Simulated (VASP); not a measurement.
A run of VASP 6.6.1 is set up as follows.

The input INCAR:

```
ALGO = Normal
EDIFF = 1E-6
ENCUT = 520
GGA = PE
ISIF = 2
ISMEAR = 0
IVDW = 12
LASPH = T
LCHARG = T
LELF = T
LREAL = F
LVHAR = T
LWAVE = F
NBANDS = 13
NELM = 100
PREC = Accurate
SIGMA = 0.1
```

The input KPOINTS:

```
k-points
0
Gamma
  18 18 18
```

The input POSCAR:

```
W
1.0
   -1.5796874840      1.5796874840      1.5796874840
    1.5796874840     -1.5796874840      1.5796874840
    1.5796874840      1.5796874840     -1.5796874840
W
1
Direct
    0.0000000000      0.0000000000      0.0000000000
```

Potentials or basis: VASP PAW PBE potentials, release 64 (W_sv).

Command:

```sh
$ cat potpaw_PBE.64/W_sv/POTCAR > POTCAR
$ mpirun -np 1 vasp_std > vasp.out
```

Question: Estimate the pressure.

Answer: 0.6 GPa.

Question: Estimate the band gap on the k mesh.

Answer: Zero (band 7 reaches 16.73 eV, above the bottom of band 8 at 10.28 eV).

Question: Predict the dispersion energy per atom.

Answer: -0.699 eV.

Caveat: spin-orbit coupling is left out, which moves the levels of the heavy elements; pairwise dispersion overbinds metals, which lowers pressure and volume.
